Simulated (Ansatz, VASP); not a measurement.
# SnSe: VASP beside Ansatz

File INCAR:

```
SYSTEM = SnSe
PREC     = Accurate       ! precision mode
ENCUT    = 520            ! plane-wave cutoff, eV
EDIFF    = 1E-6           ! SCF threshold, eV
ISMEAR   = 0              ! smearing method
SIGMA    = 0.05           ! smearing width, eV
LREAL    = .False.        ! projectors in reciprocal space
LASPH    = .True.         ! aspherical terms in the spheres
NELM     = 60             ! most SCF steps
ALGO     = Normal         ! electronic algorithm
ISIF     = 2              ! what is computed and relaxed
LWAVE    = .False.        ! write WAVECAR
LCHARG   = .False.        ! write CHGCAR
GGA      = PE             ! functional
IVDW     = 12             ! dispersion correction
NBANDS   = 17             ! bands
```

Contents of KPOINTS:

```
regular mesh
0
Gamma
  12 12 12
  0 0 0
```

POSCAR

```
SnSe
1.0
    0.0000000000      2.8325184469      3.3990221363
    2.8325184469      0.0000000000      3.3990221363
    2.8325184469      2.8325184469      0.0000000000
Sn Se
1 1
Direct
    0.0000000000      0.0000000000      0.0000000000
    0.5000000000      0.5000000000      0.5000000000
```

Input for Ansatz:

```yaml
crystal:
  lattice:
    - [0.0, 2.8325184469, 3.3990221363]
    - [2.8325184469, 0.0, 3.3990221363]
    - [2.8325184469, 2.8325184469, 0.0]
  atoms:
    - { symbol: Sn, position: [0.0, 0.0, 0.0] }
    - { symbol: Se, position: [0.5, 0.5, 0.5] }
basis:
  ecutwfc: 420
kpoints:
  mp_grid: { grid: [12, 12, 12] }
hamiltonian:
  xc: pbe
  dispersion: d3bj
scf:
  occupations: { method: gaussian, width: 0.05 }
output:
  forces: true
  stress: true
  eigenvalues: true
```

Alike in both runs: task single point; functional PBE; dispersion D3(BJ); k mesh 12 × 12 × 12; occupations gaussian, width 0.05 eV; no spin polarisation.

```csv
,VASP,Ansatz
version,VASP 6.6.1,Ansatz 0.2.0
potentials or method,"VASP PAW PBE potentials, release 64 (Sn_d, Se), cutoff 520 eV","scalar-relativistic, plane waves, PAW"
valence electrons in the cell,20,30
```

Ansatz gave:

```
gap on the k mesh at the Fermi level (eV)                     : none
pressure (GPa)                                                : 2.8
traceless stress, the component that is largest in VASP (GPa) : -10.32
```

Q: What did VASP give for the same quantities?

A: gap on the k mesh at the Fermi level (eV): none; pressure (GPa): 2.8; traceless stress, the component that is largest in VASP (GPa): -10.36.

A gap of «none» marks a metal or a gap that the smearing closes. VASP's potentials hold 20 valence electrons a cell and Ansatz's 30, so a difference there can come from the potentials and not from the codes.
